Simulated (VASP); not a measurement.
Crystal: CuO.

```xyz
4
Lattice="2.3446 -1.7134 0.0000 2.3446 1.7134 0.0000 -0.8605 0.0000 5.0594" Properties=species:S:1:pos:R:3 pbc="T T T"
Cu    1.1723    0.8457    0.0000
Cu    0.7420   -0.8457    2.5297
O     2.0724   -0.2841    1.2836
O     1.6421    0.2841    3.8133
```

Base run:

| Quantity | Value |
| --- | --- |
| Program | VASP 6.6.1 |
| Functional | BLYP |
| Potentials or basis | VASP PAW PBE potentials, release 64 (Cu, O) |
| Cutoff | 520 eV |
| k mesh | 10 × 10 × 5 |
| Occupations | fermi-dirac, width 0.05 eV |
| Spin | no spin polarisation |

Its results: band gap on the k mesh zero (bands 17 and 18 overlap by 0.60 eV); pressure 13.3 GPa; largest force 0.824 eV/Å.

After a change of settings the same cell gave: band gap on the k mesh zero (bands 17 and 18 overlap by 0.59 eV); pressure -0.3 GPa; largest force 0.767 eV/Å. Which change was it?
A. functional from BLYP to PBE; k mesh from 10 × 10 × 5 to 4 × 4 × 3
B. functional from BLYP to PBEsol
C. functional from BLYP to r2SCAN
D. functional from BLYP to PBEsol; hubbard terms from none to Cu d U = 5.3 eV

C.

Caveats: the PAW data sets were made with another functional, which shifts forces and pressure a little; semilocal functionals often make such compounds metallic where correlation or magnetic order opens a gap, which also shifts bond lengths; the cell stands under pressure (at least some runs).
